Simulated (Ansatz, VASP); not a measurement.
# SiC in VASP and in Ansatz

INCAR

```
PREC = Accurate
ENCUT = 600
EDIFF = 1E-6
ISMEAR = 0
SIGMA = 0.1
LREAL = F
LASPH = T
NELM = 120
ALGO = Normal
ISIF = 2
LWAVE = F
LCHARG = F
GGA = CA
NBANDS = 11
GGA_COMPAT = F
```

KPOINTS

```
regular mesh
0
Gamma
  8 8 8
```

File POSCAR:

```
SiC
1.0
    0.0000000000      2.1800000000      2.1800000000
    2.1800000000      0.0000000000      2.1800000000
    2.1800000000      2.1800000000      0.0000000000
Si C
1 1
Direct
    0.0000000000      0.0000000000      0.0000000000
    0.2500000000      0.2500000000      0.2500000000
```

Input for Ansatz:

```yaml
crystal:
  lattice:
    - [0.0, 2.18, 2.18]
    - [2.18, 0.0, 2.18]
    - [2.18, 2.18, 0.0]
  atoms:
    - { symbol: Si, position: [0.0, 0.0, 0.0] }
    - { symbol: C, position: [0.25, 0.25, 0.25] }
basis:
  ecutwfc: 420
kpoints:
  mp_grid: { grid: [8, 8, 8] }
hamiltonian:
  xc: lda
  pseudopotentials: { kind: paw, azcp: { folder: soft_1 } }
scf:
  occupations: { method: gaussian, width: 0.1 }
output:
  forces: true
  stress: true
  eigenvalues: true
```

Alike in both runs: task single point; functional LDA; k mesh 8 × 8 × 8; occupations gaussian, width 0.1 eV; no spin polarisation.

```csv
,VASP,Ansatz
version,VASP 6.6.1,Ansatz 0.2.0
potentials or method,"VASP PAW LDA potentials, release 64 (Si, C), cutoff 600 eV","scalar-relativistic, plane waves, PAW"
valence electrons in the cell,8,8
```

Ansatz gave:

| Quantity | Value |
| --- | --- |
| gap on the k mesh at the Fermi level (eV) | 1.32 |
| least direct gap on the mesh (eV) | 4.51 |
| pressure (GPa) | -4.7 |

What did VASP give for the same quantities?

gap on the k mesh at the Fermi level (eV): 1.31; least direct gap on the mesh (eV): 4.50; pressure (GPa): -4.5.

Ansatz warns that its potentials were made for another functional, while VASP's fit it. LDA's correlation is that of Perdew and Zunger in VASP and of Perdew and Wang (1992) in Ansatz.
